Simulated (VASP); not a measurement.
# WC (P1) in VASP: single point with PBE

Aim: the single point of WC with PBE.

All numbers are computed with VASP 6.6.1; they aren't measurements. Logs are shortened: lines on timing, memory, paths and dates and some standing lists are left out, and cuts for length are marked.

### 1 The cell of the first run

The typed cell holds 16 atoms: a = 5.943 Å, b = 5.147 Å, c = 5.839 Å, α = 90.00°, β = 90.00°, γ = 90.00°.

### 2 Single point, PBE

The input, INCAR:

```
PREC = Accurate
ENCUT = 520
EDIFF = 1E-6
ISMEAR = -1
SIGMA = 0.24
LREAL = Auto
LASPH = T
NELM = 100
ALGO = Normal
ISIF = 2
LWAVE = F
LCHARG = F
GGA = PE
NBANDS = 86
```

The input, KPOINTS:

```
Automatic mesh
0
Gamma
  2 2 2
```

The input, POSCAR:

```
WC
1.0
   -2.9713940000     -5.1466060000      0.0000000000
    4.4570910000     -2.5733030000      0.0000000000
    0.0000000000      0.0000000000      5.8387320000
W C
8 8
Direct
    0.7449004247      0.5670498207      0.0435711041
    0.7369132647      0.5523242970      0.5336090096
    0.5105980207      0.0477414293      0.0204838996
    0.4916516486      0.0599473421      0.5115836795
    0.2367963701      0.5621189501      0.0183430238
    0.2560314998      0.5497241277      0.5336603906
   -0.0132555022      0.0535579553      0.0314109296
   -0.0188985363      0.0317348249      0.5276830654
    0.4906529025      0.7357092531      0.2842226703
    0.4949852740      0.7050105715      0.7607131137
    0.2370689106      0.2305596046      0.2775945188
    0.2529566278      0.2407924375      0.7667760740
   -0.0130335792      0.7142488455      0.2820304135
   -0.0027200722      0.7394772944      0.7770008968
    0.7499870216      0.2184399951      0.2854729417
    0.7553490686      0.2124568896      0.7719313029
```

Potentials or basis: VASP PAW PBE potentials, release 64 (W_sv, C).

Run with:

```
cat potpaw_PBE.64/W_sv/POTCAR potpaw_PBE.64/C/POTCAR > POTCAR
mpirun -np 1 vasp_std > vasp.out
```

OUTCAR:

```text
PREC = Accurate
   ENCUT = 520
   EDIFF = 1E-6
   ISMEAR = -1
   LREAL = Auto
   LASPH = T
   NELM = 100
   ISIF = 2
   GGA = PE

 ion  position               nearest neighbor table
   1  0.745  0.567  0.044-  13 2.14   9 2.24  15 2.28  10 2.33  14 2.34  16 2.42   3 2.84   2 2.86
                             7 2.89   5 2.93   2 2.98   7 3.01   3 3.02   5 3.02
   2  0.737  0.552  0.534-  10 2.11  16 2.24  15 2.25  13 2.25   9 2.27  14 2.31   6 2.86   1 2.86
                             8 2.86   4 2.93   1 2.98   4 2.99   8 3.05   6 3.09
   3  0.511  0.048  0.020-  16 2.22   9 2.23  15 2.28  10 2.33  12 2.35  11 2.40   7 2.83   1 2.84
                             4 2.87   4 2.97   5 2.98   1 3.02   5 3.11   7 3.11
   4  0.492  0.060  0.512-   9 2.13  15 2.18  11 2.22  12 2.26  16 2.32  10 2.34   3 2.87   6 2.89
                             8 2.91   2 2.93   3 2.97   6 2.98   2 2.99   8 3.04
   5  0.237  0.562  0.018-  14 2.20  12 2.21  10 2.27  13 2.28  11 2.28   9 2.34   6 2.83   1 2.93
                             7 2.93   3 2.98   7 3.01   6 3.01   1 3.02   3 3.11
   6  0.256  0.550  0.534-  12 2.09  10 2.10  11 2.22   9 2.23  14 2.31  13 2.33   5 2.83   2 2.86
                             4 2.89   8 2.97   4 2.98   5 3.01   2 3.09   8 3.13
   7  0.987  0.054  0.031-  14 2.20  16 2.20  15 2.21  11 2.26  13 2.28  12 2.41   3 2.83   1 2.89
                             8 2.90   5 2.93   8 2.94   1 3.01   5 3.01   3 3.11
   8  0.981  0.032  0.528-  14 2.10  16 2.17  13 2.17  15 2.19  11 2.34  12 2.39   2 2.86   7 2.90
                             4 2.91   7 2.94   6 2.97   4 3.04   2 3.05   6 3.13
   9  0.491  0.736  0.284-   4 2.13   3 2.23   6 2.23   1 2.24   2 2.27   5 2.34
  10  0.495  0.705  0.761-   6 2.10   2 2.11   5 2.27   3 2.33   1 2.33   4 2.34
  11  0.237  0.231  0.278-   4 2.22   6 2.22   7 2.26   5 2.28   8 2.34   3 2.40
  12  0.253  0.241  0.767-   6 2.09   5 2.21   4 2.26   3 2.35   8 2.39   7 2.41
  13  0.987  0.714  0.282-   1 2.14   8 2.17   2 2.25   5 2.28   7 2.28   6 2.33
  14  0.997  0.739  0.777-   8 2.10   7 2.20   5 2.20   6 2.31   2 2.31   1 2.34
  15  0.750  0.218  0.285-   4 2.18   8 2.19   7 2.21   2 2.25   3 2.28   1 2.28
  16  0.755  0.212  0.772-   8 2.17   7 2.20   3 2.22   2 2.24   4 2.32   1 2.42

  LATTYP: Found a simple orthorhombic cell.
 ALAT       =     5.1466055330
 B/A-ratio  =     1.1344821286
 C/A-ratio  =     1.1547006082

  Lattice vectors:

 A1 = (   4.4570910000,  -2.5733030000,   0.0000000000)
 A2 = (   0.0000000000,   0.0000000000,   5.8387320000)
 A3 = (  -2.9713940000,  -5.1466060000,   0.0000000000)

Analysis of symmetry for initial positions (statically):
=====================================================================
 Subroutine PRICEL returns:
 Original cell was already a primitive cell.

 Routine SETGRP: Setting up the symmetry group for a
 simple orthorhombic supercell.

 Subroutine GETGRP returns: Found  1 space group operations
 (whereof  1 operations were pure point group operations)
 out of a pool of  8 trial point group operations.

The static configuration has the point symmetry C_1 .

Analysis of symmetry for dynamics (positions and initial velocities):
=====================================================================
 Subroutine PRICEL returns:
 Original cell was already a primitive cell.

 Routine SETGRP: Setting up the symmetry group for a
 simple orthorhombic supercell.

 Subroutine GETGRP returns: Found  1 space group operations
 (whereof  1 operations were pure point group operations)
 out of a pool of  8 trial point group operations.

The dynamic configuration has the point symmetry C_1 .

 Subroutine INISYM returns: Found  1 space group operations
 (whereof  1 operations are pure point group operations),
 and found     1 'primitive' translations

----------------------------------------------------------------------------------------

                                     Primitive cell

  volume of cell :     178.5787

  direct lattice vectors                    reciprocal lattice vectors
    -2.971394000 -5.146606000  0.000000000    -0.084135594 -0.145727106  0.000000000
     4.457091000 -2.573303000  0.000000000     0.168271189 -0.097151404  0.000000000
     0.000000000  0.000000000  5.838732000     0.000000000  0.000000000  0.171270063

  length of vectors
     5.942788539  5.146605533  5.838732000     0.168271173  0.194302826  0.171270063

  position of ions in fractional coordinates (direct lattice)
     0.744900425  0.567049821  0.043571104
     0.736913265  0.552324297  0.533609010
     0.510598021  0.047741429  0.020483900
     0.491651649  0.059947342  0.511583679
     0.236796370  0.562118950  0.018343024
     0.256031500  0.549724128  0.533660391
[... 8 lines left out ...]
     0.749987022  0.218439995  0.285472942
     0.755349069  0.212456890  0.771931303

  ion indices of the primitive-cell ions
   primitive index   ion index
                 1           1
                 2           2
                 3           3
                 4           4
                 5           5
                 6           6
[... 8 lines left out ...]
                15          15
                16          16

----------------------------------------------------------------------------------------

 KPOINTS: Automatic mesh

Automatic generation of k-mesh.
 Grid dimensions read from file:
 generate k-points for:    2    2    2

 Generating k-lattice:

  Cartesian coordinates                     Fractional coordinates (reciprocal lattice)
    -0.042067797 -0.072863553  0.000000000     0.500000000 -0.000000000  0.000000000
     0.084135594 -0.048575702  0.000000000     0.000000000  0.500000000  0.000000000
     0.000000000  0.000000000  0.085635032     0.000000000  0.000000000  0.500000000

  Length of vectors
     0.084135587  0.097151413  0.085635032

  Shift w.r.t. Gamma in fractional coordinates (k-lattice)
     0.000000000  0.000000000  0.000000000

 Subroutine IBZKPT returns following result:
 ===========================================

 Found      8 irreducible k-points:

 Following reciprocal coordinates:
            Coordinates               Weight
  0.000000  0.000000  0.000000      1.000000
  0.500000  0.000000  0.000000      1.000000
  0.000000  0.500000  0.000000      1.000000
  0.500000  0.500000  0.000000      1.000000
  0.000000  0.000000  0.500000      1.000000
  0.500000  0.000000  0.500000      1.000000
  0.000000  0.500000  0.500000      1.000000
  0.500000  0.500000  0.500000      1.000000
   k-points           NKPTS =      8   k-points in BZ     NKDIM =      8   number of bands    NBANDS=     86
   number of dos      NEDOS =    301   number of ions     NIONS =     16
   total plane-waves  NPLWV =  92160
   dimension x,y,z NGX =    48 NGY =   40 NGZ =   48
   dimension x,y,z NGXF=    96 NGYF=   80 NGZF=   96
   ions per type =               8   8
   NGX,Y,Z   is equivalent  to a cutoff of  13.43, 12.92, 13.67 a.u.
   NGXF,Y,Z  is equivalent  to a cutoff of  26.86, 25.84, 27.33 a.u.
 SYSTEM =  unknown system
   PREC   = accura    normal or accurate (medium, high low for compatibility)
   ISTART =      0    job   : 0-new  1-cont  2-samecut
   ICHARG =      2    charge: 1-file 2-atom 10-const
   ISPIN  =      1    spin polarized calculation?
   LNONCOLLINEAR =      F non collinear calculations
   LSORBIT =      F    spin-orbit coupling
   LASPH  =      T    aspherical Exc in radial PAW
   ENCUT  =  520.0 eV  38.22 Ry    6.18 a.u.  11.05  9.57 10.86*2*pi/ulx,y,z
   NELM   =    100;   NELMIN=  2; NELMDL= -5     # of ELM steps
   EDIFF  = 0.1E-05   stopping-criterion for ELM
   LREAL  =      T    real-space projection
   EDIFFG = 0.1E-04   stopping-criterion for IOM
   NSW    =      0    number of steps for IOM
   IBRION =     -1    ionic relax: 0-MD 1-quasi-New 2-CG
   NFREE  =      0    steps in history (QN), initial steepest desc. (CG)
   ISIF   =      2    stress and relaxation
   ISYM   =      2    0-nonsym 1-usesym 2-fastsym
   POTIM  = 0.5000    time-step for ionic-motion
   TEBEG  =    0.0;   TEEND  =   0.0 temperature during run
   PSTRESS=    0.0 pullay stress
   NELECT =     144.0000    total number of electrons
   NUPDOWN=      -1.0000    fix difference up-down
   EMIN   =  10.00;   EMAX   =-10.00  energy-range for DOS
   EFERMI =   0.00;   METHOD = LEGACY
   ISMEAR =    -1;   SIGMA  =   0.24  broadening in eV -4-tet -1-fermi 0-gaus
   EFERMI_NEDOS =   21; number of points for ismear=-14 and -15
   IALGO  =     38    algorithm
   IMIX   =      4    mixing-type and parameters
     AMIX     =   0.40;   BMIX     =  1.00
     AMIX_MAG =   1.60;   BMIX_MAG =  1.00
  volume/ion in A,a.u.               =      11.16        75.32
  Fermi-wavevector in a.u.,A,eV,Ry     =   1.523769  2.879506 31.590980  2.321872
  Thomas-Fermi vector in A             =   2.632167
   LORBIT       =      0    0 simple, 1 ext, 2 COOP (PROOUT), +10 PAW based schemes
   GGA     = PE    functional components
   LHFCALC =     F    Hartree Fock is set to
   AEXX    =    0.0000 exact exchange contribution
   IVDW    =     0    specifies the selected vdW correction
   LEPSILON=     F    determine dielectric tensor
   LRPA    =     F    only Hartree local field effects (RPA)
 non-spin polarized calculation
  energy-cutoff  :      520.00
  volume of cell :      178.58
 maximum number of plane-waves:      4844
 NGX is ok and might be reduce to    48
   NGX = 23   NGY = 19   NGZ = 21

 number of electron     144.0000004 magnetization

 Free energy of the ion-electron system (eV)
  ---------------------------------------------------
  ext. energy  EPLUGINS =         0.00000000
  ---------------------------------------------------
  free energy    TOTEN  =      -177.14621462 eV

  energy without entropy =     -176.30415691  energy(sigma->0) =     -176.72518576

 E-fermi :  10.4867     XC(G=0): -13.3853

 val. band max:       10.4358734399   @ k =   0.0000   0.0000   0.5000
 cond. band min:      10.6086771174   @ k =   0.5000   0.0000   0.0000
 fundamental gap:      0.1728036774
 Fermi energy:        10.4867123349

 k-point     1 :       0.0000    0.0000    0.0000
  band No.  band energies     occupation
      1     -64.1027      2.00000
      2     -64.0704      2.00000
      3     -64.0534      2.00000
      4     -64.0453      2.00000
      5     -63.9768      2.00000
      6     -63.9350      2.00000
[... 76 lines left out ...]
     83      14.0211      0.00000
     84      14.0653      0.00000

 k-point     2 :       0.5000    0.0000    0.0000
  band No.  band energies     occupation
      1     -64.0881      2.00000
      2     -64.0862      2.00000
      3     -64.0533      2.00000
      4     -64.0442      2.00000
      5     -63.9655      2.00000
      6     -63.9519      2.00000
[... 511 lines left out ...]
     83      13.5074      0.00001
     84      13.7168      0.00000

 k-point     8 :       0.5000    0.5000    0.5000
  band No.  band energies     occupation
      1     -64.0795      2.00000
      2     -64.0782      2.00000
      3     -64.0564      2.00000
      4     -64.0521      2.00000
      5     -63.9552      2.00000
      6     -63.9466      2.00000
[... 76 lines left out ...]
     83      13.6494      0.00000
     84      13.9011      0.00000
 [bands above 84 left out]

------------------------ aborting loop because EDIFF is reached ----------------------------------------

  FORCE on cell =-STRESS in cart. coord.  units (eV):
  Direction    XX          YY          ZZ          XY          YZ          ZX
  --------------------------------------------------------------------------------------
  -------------------------------------------------------------------------------------
  Total      -11.7622904    -13.4539863    -22.4621828     -0.6292997      0.1087045      0.2638114
  in kB     -105.5292323   -120.7068346   -201.5268140     -5.6459684      0.9752779      2.3668700
  external PRESSURE =    -142.5876270 kB  Pullay stress =       0.0000000 kB

 VOLUME and BASIS-vectors are now :
 -----------------------------------------------------------------------------
  energy-cutoff  :      520.00
  volume of cell :      178.58
      direct lattice vectors                 reciprocal lattice vectors
    -2.971394000 -5.146606000  0.000000000    -0.084135594 -0.145727106  0.000000000
     4.457091000 -2.573303000  0.000000000     0.168271189 -0.097151404  0.000000000
     0.000000000  0.000000000  5.838732000     0.000000000  0.000000000  0.171270063

 POSITION                                       TOTAL-FORCE (eV/Angst)
 -----------------------------------------------------------------------------------
      0.31400     -5.29290      0.25440        -1.313492      1.027568     -2.077893
      0.27210     -5.21390      3.11560        -0.993536     -1.011679     -0.385524
     -1.30440     -2.75070      0.11960         2.271322      1.180302      0.155250
     -1.19370     -2.68460      2.98700        -0.419626      0.159935      2.116214
      1.80180     -2.66520      0.10710        -1.087971     -0.516115      1.507519
      1.68940     -2.73230      3.11590         1.840543      1.596168     -2.039307
[... 8 lines left out ...]
     -1.25490     -4.42200      1.66680         0.473834      0.652560     -0.875092
     -1.29750     -4.43420      4.50710         0.834356      0.605512      0.403114
 -----------------------------------------------------------------------------------
    total drift:                               -0.001680      0.004678     -0.005386

  FREE ENERGIE OF THE ION-ELECTRON SYSTEM (eV)
  ---------------------------------------------------
  free  energy   TOTEN  =      -177.1462146170 eV

  energy  without entropy=     -176.3041569128  energy(sigma->0) =     -176.72518576
```

Wall time 7.6 min (1 thread of Intel Xeon 8259CL, shared host); peak memory 0.33 GiB.

What came out:

| Property | Result |
| --- | --- |
| Free energy | -177.1462 eV |
| Pressure | -14.3 GPa |
| Largest force | 3.798 eV/Å |
| Band gap on the k mesh | zero (bands 72 and 73 overlap by 0.37 eV) |

Forces on the atoms (eV/Å):
```
W   -1.313  1.028 -2.078
W   -0.994 -1.012 -0.386
W    2.271  1.180  0.155
W   -0.420  0.160  2.116
W   -1.088 -0.516  1.508
W    1.841  1.596 -2.039
W    0.046 -1.641 -0.299
W    1.743 -3.368 -0.204
C   -1.070  0.474 -1.075
C    1.269 -1.043  1.908
C   -0.724 -0.013 -0.523
C   -1.449  1.263  1.035
C    0.021 -0.571 -0.167
C   -1.441  1.204  0.520
C    0.474  0.653 -0.875
C    0.834  0.606  0.403
```

Stress tensor (GPa, compression positive):
```
-10.55  -0.56   0.24
 -0.56 -12.07   0.10
  0.24   0.10 -20.15
```

Caveat: the k points lie up to 0.61 Å⁻¹ apart; the atoms stand as in a frame of molecular dynamics; spin-orbit coupling is left out, which moves the levels of the heavy elements; forces of over 1 eV/Å act on the atoms, so gaps and moduli don't describe the material at rest.
